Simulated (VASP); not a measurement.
# CdRuC4N4 (P-43m) in VASP: a series of runs

The runs below take CdRuC4N4 through single point, with PBE.

Everything below comes from runs of VASP 6.6.1. Logs are shortened: lines on timing, memory, paths and dates and some standing lists are left out, and cuts for length are marked.

### Step 1. The cell of the first run

It takes space group P-43m (No. 215, cubic). The conventional cell has a = 5.954 Å, b = 5.954 Å, c = 5.954 Å, α = 90.00°, β = 90.00°, γ = 90.00°. Cd (site symmetry -43m) has 4 C at 2.00 Å within 2.7 Å. Ru (site symmetry -43m) has 4 N at 1.98 Å within 2.6 Å. Within 1.6 Å of C (site symmetry 3m) lie 1 N at 1.17 Å. N (site symmetry 3m) has 1 C at 1.17 Å within 1.6 Å.

### Step 2. Single point, PBE, collinear spin, ferromagnetic start

INCAR

```
PREC = Accurate
ENCUT = 520
EDIFF = 1E-6
ISMEAR = 0
SIGMA = 0.1
LREAL = F
LASPH = T
NELM = 150
ALGO = Normal
ISIF = 2
LWAVE = F
LCHARG = F
ISPIN = 2
MAGMOM = 0 1 0 0 0 0 0 0 0 0
LORBIT = 11
LMAXMIX = 4
GGA = PE
NBANDS = 46
```

KPOINTS

```
Automatic mesh
0
Gamma
  4 4 4
```

POSCAR

```
CdRuC4N4
1.0
    5.9536359800      0.0000000000      0.0000000000
    0.0000000000      5.9536359800      0.0000000000
    0.0000000000      0.0000000000      5.9536359800
Cd Ru C N
1 1 4 4
Direct
    0.0000000000      0.0000000000      0.0000000000
    0.5000000000      0.5000000000      0.5000000000
    0.1940457700      0.1940457700      0.1940457700
    0.1940457700      0.8059542300      0.8059542300
    0.8059542300      0.1940457700      0.8059542300
    0.8059542300      0.8059542300      0.1940457700
    0.3075058200      0.3075058200      0.3075058200
    0.3075058200      0.6924941800      0.6924941800
    0.6924941800      0.3075058200      0.6924941800
    0.6924941800      0.6924941800      0.3075058200
```

Potentials or basis: VASP PAW PBE potentials, release 64 (Cd, Ru_pv, C, N).

Run with:

```bash
$ cat potpaw_PBE.64/Cd/POTCAR potpaw_PBE.64/Ru_pv/POTCAR potpaw_PBE.64/C/POTCAR potpaw_PBE.64/N/POTCAR > POTCAR
$ mpirun -np 1 vasp_std > vasp.out
```

OUTCAR:

```text
PREC = Accurate
   ENCUT = 520
   EDIFF = 1E-6
   ISMEAR = 0
   LREAL = F
   LASPH = T
   NELM = 150
   ISIF = 2
   ISPIN = 2
   LORBIT = 11
   GGA = PE

 ion  position               nearest neighbor table
   1  0.000  0.000  0.000-   3 2.00   4 2.00   5 2.00   6 2.00
   2  0.500  0.500  0.500-   7 1.98   8 1.98   9 1.98  10 1.98
   3  0.194  0.194  0.194-   7 1.17   1 2.00
   4  0.194  0.806  0.806-   8 1.17   1 2.00
   5  0.806  0.194  0.806-   9 1.17   1 2.00
   6  0.806  0.806  0.194-  10 1.17   1 2.00
   7  0.308  0.308  0.308-   3 1.17   2 1.98
   8  0.308  0.692  0.692-   4 1.17   2 1.98
   9  0.692  0.308  0.692-   5 1.17   2 1.98
  10  0.692  0.692  0.308-   6 1.17   2 1.98

  LATTYP: Found a simple cubic cell.
 ALAT       =     5.9536359800

  Lattice vectors:

 A1 = (   5.9536359800,   0.0000000000,   0.0000000000)
 A2 = (   0.0000000000,   5.9536359800,   0.0000000000)
 A3 = (   0.0000000000,   0.0000000000,   5.9536359800)

Analysis of symmetry for initial positions (statically):
=====================================================================
 Subroutine PRICEL returns:
 Original cell was already a primitive cell.

 Routine SETGRP: Setting up the symmetry group for a
 simple cubic supercell.

 Subroutine GETGRP returns: Found 24 space group operations
 (whereof 24 operations were pure point group operations)
 out of a pool of 48 trial point group operations.

The static configuration has the point symmetry T_d .

Analysis of symmetry for dynamics (positions and initial velocities):
=====================================================================
 Subroutine PRICEL returns:
 Original cell was already a primitive cell.

 Routine SETGRP: Setting up the symmetry group for a
 simple cubic supercell.

 Subroutine GETGRP returns: Found 24 space group operations
 (whereof 24 operations were pure point group operations)
 out of a pool of 48 trial point group operations.

The dynamic configuration has the point symmetry T_d .

Analysis of structural, dynamic, and magnetic symmetry:
=====================================================================
 Subroutine PRICEL returns:
 Original cell was already a primitive cell.

 Routine SETGRP: Setting up the symmetry group for a
 simple cubic supercell.

 Subroutine GETGRP returns: Found 24 space group operations
 (whereof 24 operations were pure point group operations)
 out of a pool of 48 trial point group operations.

The overall configuration has the point symmetry T_d .

 Subroutine INISYM returns: Found 24 space group operations
 (whereof 24 operations are pure point group operations),
 and found     1 'primitive' translations

----------------------------------------------------------------------------------------

                                     Primitive cell

  volume of cell :     211.0313

  direct lattice vectors                    reciprocal lattice vectors
     5.953635980  0.000000000  0.000000000     0.167964586  0.000000000  0.000000000
     0.000000000  5.953635980  0.000000000     0.000000000  0.167964586  0.000000000
     0.000000000  0.000000000  5.953635980     0.000000000  0.000000000  0.167964586

  length of vectors
     5.953635980  5.953635980  5.953635980     0.167964586  0.167964586  0.167964586

  position of ions in fractional coordinates (direct lattice)
     0.000000000  0.000000000  0.000000000
     0.500000000  0.500000000  0.500000000
     0.194045770  0.194045770  0.194045770
     0.194045770  0.805954230  0.805954230
     0.805954230  0.194045770  0.805954230
     0.805954230  0.805954230  0.194045770
     0.307505820  0.307505820  0.307505820
     0.307505820  0.692494180  0.692494180
     0.692494180  0.307505820  0.692494180
     0.692494180  0.692494180  0.307505820

  ion indices of the primitive-cell ions
   primitive index   ion index
                 1           1
                 2           2
                 3           3
                 4           4
                 5           5
                 6           6
                 7           7
                 8           8
                 9           9
                10          10

----------------------------------------------------------------------------------------

 KPOINTS: Automatic mesh

Automatic generation of k-mesh.
 Grid dimensions read from file:
 generate k-points for:    4    4    4

 Generating k-lattice:

  Cartesian coordinates                     Fractional coordinates (reciprocal lattice)
     0.041991146  0.000000000  0.000000000     0.250000000  0.000000000  0.000000000
     0.000000000  0.041991146  0.000000000     0.000000000  0.250000000  0.000000000
     0.000000000  0.000000000  0.041991146     0.000000000  0.000000000  0.250000000

  Length of vectors
     0.041991146  0.041991146  0.041991146

  Shift w.r.t. Gamma in fractional coordinates (k-lattice)
     0.000000000  0.000000000  0.000000000

 Subroutine IBZKPT returns following result:
 ===========================================

 Found     10 irreducible k-points:

 Following reciprocal coordinates:
            Coordinates               Weight
  0.000000  0.000000  0.000000      1.000000
  0.250000  0.000000  0.000000      6.000000
  0.500000  0.000000  0.000000      3.000000
  0.250000  0.250000  0.000000     12.000000
  0.500000  0.250000  0.000000     12.000000
  0.500000  0.500000  0.000000      3.000000
  0.250000  0.250000  0.250000      8.000000
  0.500000  0.250000  0.250000     12.000000
  0.500000  0.500000  0.250000      6.000000
  0.500000  0.500000  0.500000      1.000000
   k-points           NKPTS =     10   k-points in BZ     NKDIM =     10   number of bands    NBANDS=     46
   number of dos      NEDOS =    301   number of ions     NIONS =     10
   total plane-waves  NPLWV = 110592
   dimension x,y,z NGX =    48 NGY =   48 NGZ =   48
   dimension x,y,z NGXF=    96 NGYF=   96 NGZF=   96
   ions per type =               1   1   4   4
   NGX,Y,Z   is equivalent  to a cutoff of  13.40, 13.40, 13.40 a.u.
   NGXF,Y,Z  is equivalent  to a cutoff of  26.81, 26.81, 26.81 a.u.
 SYSTEM =  unknown system
   PREC   = accura    normal or accurate (medium, high low for compatibility)
   ISTART =      0    job   : 0-new  1-cont  2-samecut
   ICHARG =      2    charge: 1-file 2-atom 10-const
   ISPIN  =      2    spin polarized calculation?
   LNONCOLLINEAR =      F non collinear calculations
   LSORBIT =      F    spin-orbit coupling
   LASPH  =      T    aspherical Exc in radial PAW
   ENCUT  =  520.0 eV  38.22 Ry    6.18 a.u.  11.07 11.07 11.07*2*pi/ulx,y,z
   NELM   =    150;   NELMIN=  2; NELMDL= -5     # of ELM steps
   EDIFF  = 0.1E-05   stopping-criterion for ELM
   LREAL  =      F    real-space projection
   EDIFFG = 0.1E-04   stopping-criterion for IOM
   NSW    =      0    number of steps for IOM
   IBRION =     -1    ionic relax: 0-MD 1-quasi-New 2-CG
   NFREE  =      0    steps in history (QN), initial steepest desc. (CG)
   ISIF   =      2    stress and relaxation
   ISYM   =      2    0-nonsym 1-usesym 2-fastsym
   POTIM  = 0.5000    time-step for ionic-motion
   TEBEG  =    0.0;   TEEND  =   0.0 temperature during run
   PSTRESS=    0.0 pullay stress
   NELECT =      62.0000    total number of electrons
   NUPDOWN=      -1.0000    fix difference up-down
   EMIN   =  10.00;   EMAX   =-10.00  energy-range for DOS
   EFERMI =   0.00;   METHOD = LEGACY
   ISMEAR =     0;   SIGMA  =   0.10  broadening in eV -4-tet -1-fermi 0-gaus
   EFERMI_NEDOS =   21; number of points for ismear=-14 and -15
   IALGO  =     38    algorithm
   IMIX   =      4    mixing-type and parameters
     AMIX     =   0.40;   BMIX     =  1.00
     AMIX_MAG =   1.60;   BMIX_MAG =  1.00
  volume/ion in A,a.u.               =      21.10       142.41
  Fermi-wavevector in a.u.,A,eV,Ry     =   1.088320  2.056626 16.115278  1.184440
  Thomas-Fermi vector in A             =   2.224499
   LORBIT       =     11    0 simple, 1 ext, 2 COOP (PROOUT), +10 PAW based schemes
   GGA     = PE    functional components
   LHFCALC =     F    Hartree Fock is set to
   AEXX    =    0.0000 exact exchange contribution
   IVDW    =     0    specifies the selected vdW correction
   LEPSILON=     F    determine dielectric tensor
   LRPA    =     F    only Hartree local field effects (RPA)
 spin polarized calculation
 Gauss-broadening in eV      SIGMA  =   0.10
  energy-cutoff  :      520.00
  volume of cell :      211.03
 maximum number of plane-waves:      5712
 NGX is ok and might be reduce to    48
   NGX = 23   NGY = 23   NGZ = 23

 number of electron      61.9999997 magnetization       1.9999413

 Free energy of the ion-electron system (eV)
  ---------------------------------------------------
  ext. energy  EPLUGINS =         0.00000000
  ---------------------------------------------------
  free energy    TOTEN  =       -72.19830851 eV

  energy without entropy =      -72.14996030  energy(sigma->0) =      -72.17413441

 E-fermi :  -0.3874     XC(G=0):  -7.3122

 val. band max:       -0.4273374120   @ k =   0.5000   0.5000   0.2500
 cond. band min:      -0.3832901134   @ k =   0.2500   0.2500   0.2500
 fundamental gap:      0.0440472986
 Fermi energy:        -0.3874065869

 spin component 1

 k-point     1 :       0.0000    0.0000    0.0000
  band No.  band energies     occupation
      1     -43.9223      1.00000
      2     -43.9223      1.00000
      3     -43.9223      1.00000
      4     -18.6633      1.00000
      5     -18.5491      1.00000
      6     -18.5491      1.00000
[... 35 lines left out ...]
     42       4.2806      0.00000
     43       7.9209      0.00000
[... 372 lines left out ...]
      2     -43.9223      1.00000
      3     -43.9223      1.00000
      4     -18.6171      1.00000
      5     -18.5633      1.00000
      6     -18.5633      1.00000
[... 35 lines left out ...]
     42       6.1975      0.00000
     43       6.5058      0.00000
 Fermi energy:        -0.3874065869

 spin component 2

 k-point     1 :       0.0000    0.0000    0.0000
  band No.  band energies     occupation
      1     -42.8305      1.00000
      2     -42.8305      1.00000
      3     -42.8304      1.00000
      4     -18.5993      1.00000
      5     -18.4848      1.00000
      6     -18.4848      1.00000
[... 35 lines left out ...]
     42       4.3944      0.00000
     43       8.0572      0.00000
[... 372 lines left out ...]
      2     -42.8305      1.00000
      3     -42.8304      1.00000
      4     -18.5530      1.00000
      5     -18.4990      1.00000
      6     -18.4990      1.00000
[... 35 lines left out ...]
     42       6.5927      0.00000
     43       6.5927      0.00000
 [bands above 43 left out]

------------------------ aborting loop because EDIFF is reached ----------------------------------------

  FORCE on cell =-STRESS in cart. coord.  units (eV):
  Direction    XX          YY          ZZ          XY          YZ          ZX
  --------------------------------------------------------------------------------------
  -------------------------------------------------------------------------------------
  Total        9.0330550      9.0330550      9.0330550      0.0000000      0.0000000      0.0000000
  in kB       68.5801456     68.5801456     68.5801456      0.0000000      0.0000000      0.0000000
  external PRESSURE =      68.5801456 kB  Pullay stress =       0.0000000 kB

 VOLUME and BASIS-vectors are now :
 -----------------------------------------------------------------------------
  energy-cutoff  :      520.00
  volume of cell :      211.03
      direct lattice vectors                 reciprocal lattice vectors
     5.953635980  0.000000000  0.000000000     0.167964586  0.000000000  0.000000000
     0.000000000  5.953635980  0.000000000     0.000000000  0.167964586  0.000000000
     0.000000000  0.000000000  5.953635980     0.000000000  0.000000000  0.167964586

 POSITION                                       TOTAL-FORCE (eV/Angst)
 -----------------------------------------------------------------------------------
      0.00000      0.00000      0.00000        -0.000000     -0.000000     -0.000000
      2.97682      2.97682      2.97682        -0.000000     -0.000000     -0.000000
      1.15528      1.15528      1.15528         1.224334      1.224334      1.224334
      1.15528      4.79836      4.79836         1.224334     -1.224334     -1.224334
      4.79836      1.15528      4.79836        -1.224334      1.224334     -1.224334
      4.79836      4.79836      1.15528        -1.224334     -1.224334      1.224334
      1.83078      1.83078      1.83078         0.398077      0.398077      0.398077
      1.83078      4.12286      4.12286         0.398077     -0.398077     -0.398077
      4.12286      1.83078      4.12286        -0.398077      0.398077     -0.398077
      4.12286      4.12286      1.83078        -0.398077     -0.398077      0.398077
 -----------------------------------------------------------------------------------
    total drift:                               -0.000000     -0.000000     -0.000000

  FREE ENERGIE OF THE ION-ELECTRON SYSTEM (eV)
  ---------------------------------------------------
  free  energy   TOTEN  =       -72.1983085088 eV

  energy  without entropy=      -72.1499603042  energy(sigma->0) =      -72.17413441

 total charge

# of ion       s       p       d       tot
------------------------------------------
    1        0.521   0.731   9.503  10.755
    2        0.310   6.282   5.892  12.485
    3        0.966   1.634   0.000   2.600
    4        0.966   1.634   0.000   2.600
    5        0.966   1.634   0.000   2.600
    6        0.966   1.634   0.000   2.600
    7        1.298   2.601   0.000   3.898
    8        1.298   2.601   0.000   3.898
    9        1.298   2.601   0.000   3.898
   10        1.298   2.601   0.000   3.898
--------------------------------------------------
tot          9.884  23.953  15.395  49.233

 magnetization (x)

# of ion       s       p       d       tot
------------------------------------------
    1        0.000  -0.001   0.007   0.006
    2        0.006   0.072   1.257   1.335
    3        0.006   0.042   0.000   0.049
    4        0.006   0.042   0.000   0.049
    5        0.006   0.042   0.000   0.049
    6        0.006   0.042   0.000   0.049
    7        0.009   0.003   0.000   0.012
    8        0.009   0.003   0.000   0.012
    9        0.009   0.003   0.000   0.012
   10        0.009   0.003   0.000   0.012
--------------------------------------------------
tot          0.066   0.254   1.264   1.584
```

It took 4.1 min on 1 thread of Intel Xeon 8259CL, shared host; peak memory 0.5 GiB.

Results:

| Quantity | Value |
| --- | --- |
| Free energy | -72.1983 eV |
| Pressure | 6.9 GPa |
| Largest force | 2.121 eV/Å |
| Band gap on the k mesh | zero (filled and empty bands overlap) |
| Net moment | 2.00 μB per cell |
| Site moments | Cd +0.01; Ru +1.33; C +0.05; N +0.01 μB |
| Valence electrons inside the program's atomic spheres | Cd 10.76; Ru 12.48; C 2.60; N 3.90 |

Forces in eV/Å, atoms in the order of the input:
```
Cd   0.000  0.000  0.000
Ru   0.000  0.000  0.000
C    1.224  1.224  1.224
C    1.224 -1.224 -1.224
C   -1.224  1.224 -1.224
C   -1.224 -1.224  1.224
N    0.398  0.398  0.398
N    0.398 -0.398 -0.398
N   -0.398  0.398 -0.398
N   -0.398 -0.398  0.398
```

Levels at points of the mesh, in eV from the Fermi level:
Spin up:
```tsv
k point	band 30	band 31	band 32	band 33	band 34	band 35
(0.00, 0.00, 0.00)	-1.22	-0.30	-0.30	-0.30	3.91	3.91
(0.50, 0.00, 0.00)	-1.12	-0.09	0.06	0.06	3.53	3.53
(0.50, 0.50, 0.00)	-1.12	-0.12	0.08	0.08	3.61	3.61
(0.50, 0.50, 0.50)	-1.12	-0.16	-0.16	-0.16	4.00	4.00
```
Spin down:
```csv
k point,band 28,band 29,band 30,band 31,band 32,band 33
"(0.00, 0.00, 0.00)",-2.99,-0.74,-0.74,0.67,0.67,0.67
"(0.50, 0.00, 0.00)",-3.07,-0.67,-0.67,0.94,1.05,1.05
"(0.50, 0.50, 0.00)",-3.04,-0.67,-0.66,0.91,1.10,1.10
"(0.50, 0.50, 0.50)",-3.01,-0.66,-0.66,0.87,0.87,0.87
```

Caveat: the cell stands under pressure; forces of over 1 eV/Å act on the atoms, so gaps and moduli don't describe the material at rest.

### Step 3. Single point, PBE, collinear spin, ferromagnetic start

This run uses another cell than the first one, of 23.96 Å³/atom.

INCAR

```
SYSTEM = CdRuC4N4
PREC = Accurate
ENCUT = 520
EDIFF = 1E-6
ISMEAR = 0
SIGMA = 0.1
LREAL = .False.
LASPH = .True.
NELM = 150
ALGO = Normal
ISIF = 2
LWAVE = .False.
LCHARG = .True.
ISPIN = 2
MAGMOM = 0 1 0 0 0 0 0 0 0 0
LORBIT = 11
LMAXMIX = 4
GGA = PE
LELF = .True.
LVHAR = .True.
NBANDS = 46
```

KPOINTS

```
regular mesh
0
Gamma
  4 4 4
  0 0 0
```

POSCAR

```
CdRuC4N4
1.0
    6.2108748164      0.0000000000      0.0000000000
    0.0000000000      6.2108748164      0.0000000000
    0.0000000000      0.0000000000      6.2108748164
Cd Ru C N
1 1 4 4
Direct
    0.0000000000      0.0000000000      0.0000000000
    0.5000000000      0.5000000000      0.5000000000
    0.2061592015      0.2061592015      0.2061592015
    0.2061592015      0.7938407985      0.7938407985
    0.7938407985      0.2061592015      0.7938407985
    0.7938407985      0.7938407985      0.2061592015
    0.3151234131      0.3151234131      0.3151234131
    0.3151234131      0.6848765869      0.6848765869
    0.6848765869      0.3151234131      0.6848765869
    0.6848765869      0.6848765869      0.3151234131
```

Potentials or basis: VASP PAW PBE potentials, release 64 (Cd, Ru_pv, C, N).

Run with:

```bash
$ cat potpaw_PBE.64/Cd/POTCAR potpaw_PBE.64/Ru_pv/POTCAR potpaw_PBE.64/C/POTCAR potpaw_PBE.64/N/POTCAR > POTCAR
$ mpirun -np 1 vasp_std > vasp.out
```

Run time: 4.6 min. Hardware: 1 thread of Intel Xeon 8259CL, shared host; peak memory 0.52 GiB.

Results (log left out):

| Item | Value |
| --- | --- |
| Free energy | -73.3252 eV |
| Pressure | 0.7 GPa |
| Largest force | 0.425 eV/Å |
| Band gap on the k mesh | zero (filled and empty bands overlap) |
| Net moment | 2.00 μB per cell |
| Site moments | Cd +0.01; Ru +1.34; C +0.05; N +0.01 μB |
| Valence electrons inside the program's atomic spheres | Cd 10.35; Ru 12.47; C 2.55; N 3.89 |

Forces on the atoms (eV/Å):
```
Cd   0.000  0.000  0.000
Ru   0.000  0.000  0.000
C   -0.210 -0.210 -0.210
C   -0.210  0.210  0.210
C    0.210 -0.210  0.210
C    0.210  0.210 -0.210
N    0.245  0.245  0.245
N    0.245 -0.245 -0.245
N   -0.245  0.245 -0.245
N   -0.245 -0.245  0.245
```

Levels at points of the mesh, in eV from the Fermi level:
Spin up:
```
           k point  band 31  band 32  band 33  band 34  band 35  band 36
(0.00, 0.00, 0.00)    -0.21    -0.21    -0.21     3.86     3.86     3.86
(0.50, 0.00, 0.00)    -0.09     0.04     0.04     3.53     3.53     3.91
(0.50, 0.50, 0.00)    -0.11     0.06     0.06     3.53     3.53     3.94
(0.50, 0.50, 0.50)    -0.12    -0.12    -0.12     3.87     3.87     3.87
```
Spin down:
```csv
k point,band 26,band 27,band 28,band 29,band 30,band 31,band 32,band 33,band 34,band 35
"(0.00, 0.00, 0.00)",-3.24,-3.24,-3.24,-0.71,-0.71,0.76,0.76,0.76,4.18,4.18
"(0.50, 0.00, 0.00)",-3.40,-3.31,-3.31,-0.69,-0.64,0.94,1.04,1.04,3.68,3.68
"(0.50, 0.50, 0.00)",-3.36,-3.30,-3.30,-0.68,-0.63,0.92,1.09,1.09,3.61,3.61
"(0.50, 0.50, 0.50)",-3.26,-3.26,-3.26,-0.64,-0.64,0.90,0.90,0.90,4.08,4.08
```

The gap in the log of VASP goes by the Fermi energy; the results here count the filled bands.